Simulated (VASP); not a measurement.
Wanted: the native input for a VASP 6.6.1 run.

```yaml
Task: single point
Functional: PBE
Potentials_or_basis: VASP PAW PBE potentials, release 64 (Tl_d, Ga_d)
Cutoff: 520 eV
k_mesh: 6 × 6 × 4
Occupations: gaussian, width 0.1 eV
Spin: no spin polarisation
Dipole_correction: no
Further_INCAR_settings: ALGO = Normal; EDIFF = 1e-06; NBANDS = 26
```

The structure of Tl2Ga lies in POSCAR:

```
Tl2Ga
1.0
    5.6656064940      0.0000000000      0.0000000000
   -2.8328032470      4.9065591516      0.0000000000
    0.0000000000      0.0000000000      3.1054089337
Tl Ga
2 1
Direct
    0.3333333333      0.6666666667      0.5000000000
    0.6666666667      0.3333333333      0.5000000000
    0.0000000000      0.0000000000      0.0000000000
```

The input as run:

INCAR

```
SYSTEM = Tl2Ga
PREC = Accurate ; ENCUT = 520
EDIFF = 1E-6 ; ISMEAR = 0
SIGMA = 0.1 ; LREAL = .FALSE.
LASPH = .TRUE. ; NELM = 80
ALGO = Normal ; ISIF = 2
LWAVE = .FALSE. ; LCHARG = .TRUE.
GGA = PE ; LELF = .TRUE.
LVHAR = .TRUE. ; NBANDS = 26
```

KPOINTS

```
Automatic mesh
0
G
  6 6 4
  0 0 0
```

Potentials or basis: VASP PAW PBE potentials, release 64 (Tl_d, Ga_d).

Launch:

```console
$ cat potpaw_PBE.64/Tl_d/POTCAR potpaw_PBE.64/Ga_d/POTCAR > POTCAR
$ mpirun -np 1 vasp_std > vasp.out
```

Results of the run:

```json
{
  "Pressure": "-0.1 GPa",
  "Band gap on the k mesh": "zero (an odd number of electrons rules out a gap without spin polarisation)"
}
```

Caveat: the k points lie up to 0.51 Å⁻¹ apart, too coarse for converged energies and pressures of a metal; spin-orbit coupling is left out, which moves the levels of the heavy elements.

Run time: 17 s on 1 thread of Intel(R) Xeon(R) 6975P-C (Granite Rapids), on a shared host, peak memory 0.21 GiB.
